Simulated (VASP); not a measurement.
Here is a VASP 6.6.1 calculation.

The input INCAR:

```
SYSTEM = SbP5
  ALGO = Normal
  EDIFF = 1E-6
  ENCUT = 520
  GGA = PE
  ISIF = 2
  ISMEAR = 0
  LASPH = .TRUE.
  LCHARG = .FALSE.
  LREAL = .FALSE.
  LWAVE = .FALSE.
  NBANDS = 24
  NELM = 100
  PREC = Accurate
  SIGMA = 0.1
```

KPOINTS

```
k-points
0
G
  4 4 2
  0 0 0
```

File POSCAR:

```
SbP5
1.0
    2.2757069861     -3.5432342034      0.0000000000
    2.2757069861      3.5432342034      0.0000000000
    0.0000000000      0.0000000000      7.1064264203
Sb P
1 5
Direct
    0.0000000000      0.0000000000      0.5000000000
    0.0000000000      0.0000000000      0.0000000000
    0.0000000000      0.5000000000      0.2181698725
    0.5000000000      0.0000000000      0.7818301275
    0.0000000000      0.5000000000      0.7818301275
    0.5000000000      0.0000000000      0.2181698725
```

Potentials or basis: VASP PAW PBE potentials, release 64 (Sb, P).

Run with:

```console
$ cat potpaw_PBE.64/Sb/POTCAR potpaw_PBE.64/P/POTCAR > POTCAR
$ mpirun -np 1 vasp_std > vasp.out
```

Question: Predict the band gap on the k mesh.

Answer: Zero (bands 15 and 16 overlap by 2.51 eV).

Question: Predict the pressure.

Answer: -0.3 GPa.

Forces on the atoms (eV/Å):
```
Sb   0.000  0.000  0.000
P    0.000  0.000  0.000
P    0.000  0.000 -0.016
P    0.000  0.000  0.016
P    0.000  0.000  0.016
P    0.000  0.000 -0.016
```

Caveat: the k points lie up to 0.44 Å⁻¹ apart, too coarse for converged energies and pressures of a metal; spin-orbit coupling is left out, which moves the levels of the heavy elements.
